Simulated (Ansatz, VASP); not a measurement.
## Hf3Al2N5: VASP beside Ansatz

```xyz
10
Lattice="-1.5632 1.5632 11.0723 1.5632 -1.5632 11.0723 1.5632 1.5632 -11.0723" Properties=species:S:1:pos:R:3 pbc="T T T"
Hf    0.0000    0.0000    0.0000
Hf    0.0000    0.0000    4.4754
Hf    0.0000    0.0000   17.6691
Al    0.0000    0.0000   13.2989
Al    0.0000    0.0000    8.8456
N     0.0000    0.0000    2.1719
N     0.0000    0.0000   15.2330
N     0.0000    0.0000    6.9115
N     0.0000    0.0000   19.9726
N     0.0000    0.0000   11.0723
```

Alike in both runs: functional PBE; k mesh 8 × 8 × 8; occupations gaussian, width 0.1 eV; no spin polarisation.

Ansatz relaxed the structure, and its values are those at the end. VASP's run is a single point on that final structure, the one shown.

|  | VASP | Ansatz |
| --- | --- | --- |
| version | VASP 6.6.1 | Ansatz 0.2.0 |
| potentials or method | VASP PAW PBE potentials, release 64 (Hf_pv, Al, N), cutoff 520 eV | scalar-relativistic, plane waves, PAW |
| valence electrons in the cell | 61 | 109 |

Ansatz gave:

```
gap on the k mesh at the Fermi level (eV) : none
pressure (GPa)                            : -0.4
rms of the force components (eV/Å)        : 0.005
```

Problem. Which values does VASP return?

Solution. gap on the k mesh at the Fermi level (eV): none; pressure (GPa): -2.0; rms of the force components (eV/Å): 0.028.

A gap of «none» marks a metal or a gap that the smearing closes. The functional is the same, so the differences come from potentials, cutoffs and numerics. VASP's potentials hold 61 valence electrons a cell and Ansatz's 109, so a difference there can come from the potentials and not from the codes.

Neither program's run includes spin-orbit coupling.
